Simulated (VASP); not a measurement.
Sr, 2 atoms in the cell. It takes space group P6_3/mmc (No. 194, hexagonal). The conventional cell has a = 4.370 Å, b = 4.370 Å, c = 7.195 Å, α = 90.00°, β = 90.00°, γ = 120.00°. Sr (site symmetry -6m2) has 12 Sr at 4.37 to 4.39 Å within 5.7 Å.  This cell differs from its parent crystal: volume scaled by 1.04.

| Property | Result |
| --- | --- |
| Program | VASP 6.6.1 |
| Task | single point |
| Functional | r2SCAN |
| Potentials or basis | VASP PAW PBE potentials, release 64 (Sr_sv) |
| Cutoff | 520 eV |
| k mesh | 10 × 10 × 5 |
| Occupations | fermi-dirac, width 0.1 eV |
| Spin | no spin polarisation |
| Dipole correction | no |
| Further INCAR settings | ALGO = Normal; EDIFF = 1e-06; NBANDS = 17 |

Potentials or basis: VASP PAW PBE potentials, release 64 (Sr_sv).

The run is started by

```sh
$ cat potpaw_PBE.64/Sr_sv/POTCAR > POTCAR
$ cp INCAR.step1 INCAR
$ mpirun -np 1 vasp_std > vasp.out
$ cp INCAR.step2 INCAR
$ mpirun -np 1 vasp_std > vasp.out
```

Hardware: 1 thread of Intel(R) Xeon(R) Platinum 8259CL CPU @ 2.50GHz (Skylake/Cascade Lake), with other jobs on the host.

Problem. How long does it take, and how much memory?

Solution. Run time: 6 min on 1 thread of Intel(R) Xeon(R) Platinum 8259CL CPU @ 2.50GHz (Skylake/Cascade Lake), with other jobs on the host, peak memory 0.31 GiB. Counts: k points 42.
